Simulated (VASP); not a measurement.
# BeCd2Te3 (P6/mmm) in VASP: notebook

Runs on BeCd2Te3. Level: PBE. Tasks: single point, relaxation of cell and atoms.

Everything below comes from runs of VASP 6.6.1. Logs are shortened: lines on timing, memory, paths and dates and some standing lists are left out, and cuts for length are marked.

### 1 The cell of the first run

The structure is hexagonal, space group P6/mmm (No. 191). The conventional cell has a = 4.880 Å, b = 4.880 Å, c = 8.413 Å, α = 90.00°, β = 90.00°, γ = 120.00°. Within 2.6 Å of Be (site symmetry 6/mmm) lie 2 Cd at 1.94 Å. Cd (site symmetry 6mm) has 1 Be at 1.94 Å and 1 Te at 2.26 Å within 2.6 Å. Te (site symmetry -6m2) has 3 Te at 2.82 Å and 3 Be at 2.82 Å and 6 Cd at 3.42 Å within 3.7 Å. Te (site symmetry 6/mmm) has 2 Cd at 2.26 Å within 3.0 Å.

The cell was built from a structure type or drawn by symmetry, and may not be a known phase.

### 2 Single point, PBE

INCAR

```
PREC = Accurate
ENCUT = 600
EDIFF = 1E-6
ISMEAR = 0
SIGMA = 0.1
LREAL = False
LASPH = True
NELM = 120
ALGO = Normal
ISIF = 2
LWAVE = False
LCHARG = False
GGA = PE
NBANDS = 31
GGA_COMPAT = False
```

KPOINTS

```
Automatic mesh
0
Gamma
  6 6 2
```

POSCAR

```
BeCd2Te3
1.0
    4.8797618700      0.0000000000      0.0000000000
   -2.4398809400      4.2259977500      0.0000000000
    0.0000000000      0.0000000000      8.4126257600
Be Cd Te
1 2 3
Direct
    0.0000000000      0.0000000000      0.0000000000
    0.0000000000      0.0000000000      0.7689085500
    0.0000000000      0.0000000000      0.2310914500
    0.3333333300      0.6666666700      0.0000000000
    0.6666666700      0.3333333300      0.0000000000
    0.0000000000      0.0000000000      0.5000000000
```

Potentials or basis: VASP PAW PBE potentials, release 64 (Be, Cd, Te).

Launch:

```
$ cat potpaw_PBE.64/Be/POTCAR potpaw_PBE.64/Cd/POTCAR potpaw_PBE.64/Te/POTCAR > POTCAR
$ mpirun -np 1 vasp_std > vasp.out
```

OUTCAR:

```text
PREC = Accurate
   ENCUT = 600
   EDIFF = 1E-6
   ISMEAR = 0
   LREAL = False
   LASPH = True
   NELM = 120
   ISIF = 2
   GGA = PE

 ion  position               nearest neighbor table
   1  0.000  0.000  0.000-   2 1.94   3 1.94   4 2.82   5 2.82   5 2.82   4 2.82   5 2.82   4 2.82

   2  0.000  0.000  0.769-   1 1.94   6 2.26   5 3.42   4 3.42   5 3.42   4 3.42   5 3.42   4 3.42

   3  0.000  0.000  0.231-   1 1.94   6 2.26   5 3.42   4 3.42   5 3.42   4 3.42   5 3.42   4 3.42

   4  0.333  0.667  0.000-   5 2.82   1 2.82   5 2.82   1 2.82   1 2.82   5 2.82   3 3.42   2 3.42
                             3 3.42   2 3.42   3 3.42   2 3.42
   5  0.667  0.333  0.000-   4 2.82   1 2.82   4 2.82   1 2.82   1 2.82   4 2.82   3 3.42   2 3.42
                             2 3.42   3 3.42   2 3.42   3 3.42
   6  0.000  0.000  0.500-   2 2.26   3 2.26

  LATTYP: Found a hexagonal cell.
 ALAT       =     4.8797618700
 C/A-ratio  =     1.7239828467

  Lattice vectors:

 A1 = (   4.8797618700,   0.0000000000,   0.0000000000)
 A2 = (  -2.4398809400,   4.2259977500,   0.0000000000)
 A3 = (   0.0000000000,   0.0000000000,   8.4126257600)

Analysis of symmetry for initial positions (statically):
=====================================================================
 Subroutine PRICEL returns:
 Original cell was already a primitive cell.

 Routine SETGRP: Setting up the symmetry group for a
 hexagonal supercell.

 Subroutine GETGRP returns: Found 24 space group operations
 (whereof 24 operations were pure point group operations)
 out of a pool of 24 trial point group operations.

The static configuration has the point symmetry D_6h.

Analysis of symmetry for dynamics (positions and initial velocities):
=====================================================================
 Subroutine PRICEL returns:
 Original cell was already a primitive cell.

 Routine SETGRP: Setting up the symmetry group for a
 hexagonal supercell.

 Subroutine GETGRP returns: Found 24 space group operations
 (whereof 24 operations were pure point group operations)
 out of a pool of 24 trial point group operations.

The dynamic configuration has the point symmetry D_6h.

 Subroutine INISYM returns: Found 24 space group operations
 (whereof 24 operations are pure point group operations),
 and found     1 'primitive' translations

[... 93 lines left out ...]
   EDIFFG = 0.1E-04   stopping-criterion for IOM
   NSW    =      0    number of steps for IOM
   IBRION =     -1    ionic relax: 0-MD 1-quasi-New 2-CG
   NFREE  =      0    steps in history (QN), initial steepest desc. (CG)
   ISIF   =      2    stress and relaxation
   ISYM   =      2    0-nonsym 1-usesym 2-fastsym
   POTIM  = 0.5000    time-step for ionic-motion
   TEBEG  =    0.0;   TEEND  =   0.0 temperature during run
   PSTRESS=    0.0 pullay stress
   NELECT =      44.0000    total number of electrons
   NUPDOWN=      -1.0000    fix difference up-down
   EMIN   =  10.00;   EMAX   =-10.00  energy-range for DOS
   EFERMI =   0.00;   METHOD = LEGACY
   ISMEAR =     0;   SIGMA  =   0.10  broadening in eV -4-tet -1-fermi 0-gaus
   EFERMI_NEDOS =   21; number of points for ismear=-14 and -15
   IALGO  =     38    algorithm
   IMIX   =      4    mixing-type and parameters
     AMIX     =   0.40;   BMIX     =  1.00
     AMIX_MAG =   1.60;   BMIX_MAG =  1.00
  volume/ion in A,a.u.               =      28.91       195.12
  Fermi-wavevector in a.u.,A,eV,Ry     =   1.036269  1.958265 14.610667  1.073854
  Thomas-Fermi vector in A             =   2.170652
   LORBIT       =      0    0 simple, 1 ext, 2 COOP (PROOUT), +10 PAW based schemes
   GGA     = PE    functional components
   LHFCALC =     F    Hartree Fock is set to
   AEXX    =    0.0000 exact exchange contribution
   IVDW    =     0    specifies the selected vdW correction
   LEPSILON=     F    determine dielectric tensor
   LRPA    =     F    only Hartree local field effects (RPA)
 non-spin polarized calculation
 Gauss-broadening in eV      SIGMA  =   0.10
  energy-cutoff  :      600.00
  volume of cell :      173.48
 maximum number of plane-waves:      5814
 NGX is ok and might be reduce to    40
   NGX = 19   NGY = 19   NGZ = 33

 number of electron      44.0000013 magnetization

 Free energy of the ion-electron system (eV)
  ---------------------------------------------------
  ext. energy  EPLUGINS =         0.00000000
  ---------------------------------------------------
  free energy    TOTEN  =        -7.42487842 eV

  energy without entropy =       -7.40543521  energy(sigma->0) =       -7.41515682

 E-fermi :   3.5225     XC(G=0):  -8.6927

 val. band max:        3.5122321983   @ k =   0.1667   0.0000   0.0000
 cond. band min:       3.6086657822   @ k =   0.3333   0.0000   0.5000
 fundamental gap:      0.0964335839
 Fermi energy:         3.5224919421

 k-point     1 :       0.0000    0.0000    0.0000
  band No.  band energies     occupation
      1     -10.8159      2.00000
      2      -8.5036      2.00000
      3      -6.9483      2.00000
      4      -5.9632      2.00000
      5      -5.9632      2.00000
      6      -5.6943      2.00000
[... 465 lines left out ...]
     30       9.3479      0.00000
     31       9.8316      0.00000

------------------------ aborting loop because EDIFF is reached ----------------------------------------

  FORCE on cell =-STRESS in cart. coord.  units (eV):
  Direction    XX          YY          ZZ          XY          YZ          ZX
  --------------------------------------------------------------------------------------
  -------------------------------------------------------------------------------------
  Total        9.7808395      9.7808395     50.7268940     -0.0000000      0.0000000      0.0000000
  in kB       90.3290106     90.3290108    468.4782077     -0.0000001      0.0000000      0.0000000
  external PRESSURE =     216.3787430 kB  Pullay stress =       0.0000000 kB

 VOLUME and BASIS-vectors are now :
 -----------------------------------------------------------------------------
  energy-cutoff  :      600.00
  volume of cell :      173.48
      direct lattice vectors                 reciprocal lattice vectors
     4.879761870  0.000000000  0.000000000     0.204928033  0.118315255  0.000000000
    -2.439880940  4.225997750  0.000000000     0.000000000  0.236630509  0.000000000
     0.000000000  0.000000000  8.412625760     0.000000000  0.000000000  0.118868951

 POSITION                                       TOTAL-FORCE (eV/Angst)
 -----------------------------------------------------------------------------------
      0.00000      0.00000      0.00000        -0.000000      0.000000     -0.000000
      0.00000      0.00000      6.46854         0.000000     -0.000000      1.308412
      0.00000      0.00000      1.94409         0.000000      0.000000     -1.308412
     -0.00000      2.81733      0.00000         0.000000     -0.000000     -0.000000
      2.43988      1.40867      0.00000        -0.000000      0.000000     -0.000000
      0.00000      0.00000      4.20631        -0.000000      0.000000     -0.000000
 -----------------------------------------------------------------------------------
    total drift:                                0.000000      0.000000      0.000000

  FREE ENERGIE OF THE ION-ELECTRON SYSTEM (eV)
  ---------------------------------------------------
  free  energy   TOTEN  =        -7.4248784248 eV

  energy  without entropy=       -7.4054352098  energy(sigma->0) =       -7.41515682
```

stdout:

```text
POSCAR found type information on POSCAR BeCdTe
 POSCAR found :  3 types and       6 ions
 scaLAPACK will be used
 LDA part: xc-table for (Slater+PW92), standard interpolation
 POSCAR, INCAR and KPOINTS ok, starting setup
 FFT: planning ... GRIDC
 FFT: planning ... GRID_SOFT
 FFT: planning ... GRID
 WAVECAR not read
 entering main loop
```

It took 2.3 min on 1 thread of Intel Xeon Platinum 8488C (Sapphire Rapids), shared host; peak memory 0.37 GiB.

Results:

- Free energy: -7.4249 eV
- Pressure: 21.6 GPa
- Largest force: 1.308 eV/Å
- Band gap on the k mesh: zero (bands 22 and 23 overlap by 1.90 eV)

Forces on the atoms (eV/Å):
```
Be   0.000  0.000  0.000
Cd   0.000  0.000  1.308
Cd   0.000  0.000 -1.308
Te   0.000  0.000  0.000
Te   0.000  0.000  0.000
Te   0.000  0.000  0.000
```

Caveat: the k points lie up to 0.37 Å⁻¹ apart, too coarse for converged energies and pressures of a metal; spin-orbit coupling is left out, which moves the levels of the heavy elements; forces of over 1 eV/Å act on the atoms, so gaps and moduli don't describe the material at rest.

### 3 Single point, PBE

This run uses another cell than the first one, of 39.75 Å³/atom.

INCAR

```
ALGO     = Normal         # electronic algorithm
EDIFF    = 1E-6           # SCF threshold, eV
ENCUT    = 600            # plane-wave cutoff, eV
GGA      = PE             # functional
GGA_COMPAT= False        
ISIF     = 2              # what is computed and relaxed
ISMEAR   = 0              # smearing method
LASPH    = True           # aspherical terms in the spheres
LCHARG   = True           # write CHGCAR
LELF     = True           # ELF
LREAL    = False          # projectors in reciprocal space
LVHAR    = True         
LWAVE    = False          # write WAVECAR
NBANDS   = 31             # bands
NELM     = 120            # most SCF steps
PREC     = Accurate       # precision mode
SIGMA    = 0.1            # smearing width, eV
```

KPOINTS

```
k-points
0
Gamma
  6 6 2
```

POSCAR

```
BeCd2Te3
1.0
    5.2315639786      0.0000000031      0.0000000000
   -2.6157819920      4.5306673055      0.0000000000
    0.0000000000      0.0000000000     10.0632982692
Be Cd Te
1 2 3
Direct
    0.0000000000      0.0000000000      0.0000000000
    0.0000000000      0.0000000000      0.7663046535
    0.0000000000      0.0000000000      0.2336953465
    0.3333333333      0.6666666667      0.0000000000
    0.6666666667      0.3333333333      0.0000000000
    0.0000000000      0.0000000000      0.5000000000
```

Potentials or basis: VASP PAW PBE potentials, release 64 (Be, Cd, Te).

Launch:

```
$ cat potpaw_PBE.64/Be/POTCAR potpaw_PBE.64/Cd/POTCAR potpaw_PBE.64/Te/POTCAR > POTCAR
$ mpirun -np 1 vasp_std > vasp.out
```

Run time: 3.2 min. Hardware: 1 thread of Intel Xeon Platinum 8488C (Sapphire Rapids), shared host; peak memory 0.43 GiB.

It converged, with:

```yaml
Free_energy: -11.7899 eV
Pressure: 0.2 GPa
Largest_force: 0.012 eV/Å
Band_gap_on_the_k_mesh: zero (bands 22 and 23 overlap by 0.94 eV)
```

Forces in eV/Å, atoms in the order of the input:
```
Be   0.000  0.000  0.000
Cd   0.000  0.000  0.012
Cd   0.000  0.000 -0.012
Te   0.000  0.000  0.000
Te   0.000  0.000  0.000
Te   0.000  0.000  0.000
```

Stress tensor (GPa, compression positive):
```
0.04 0.00 0.00
0.00 0.04 0.00
0.00 0.00 0.53
```

Levels at points of the mesh, in eV from the Fermi level:
```csv
k point,band 19,band 20,band 21,band 22,band 23,band 24,band 25,band 26
"(0.00, 0.00, 0.00)",-1.94,-1.94,0.10,0.10,0.29,0.78,1.04,3.90
"(0.50, 0.00, 0.00)",-0.86,-0.32,-0.14,-0.13,0.44,1.64,2.28,2.94
"(0.00, 0.00, 0.50)",-1.92,-1.78,0.01,0.03,0.03,0.29,3.00,3.11
"(0.50, 0.00, 0.50)",-0.69,-0.49,-0.17,0.39,0.49,1.64,2.34,3.02
```

Caveat: spin-orbit coupling is left out, which moves the levels of the heavy elements.

(Continued in part 2 of 2.)
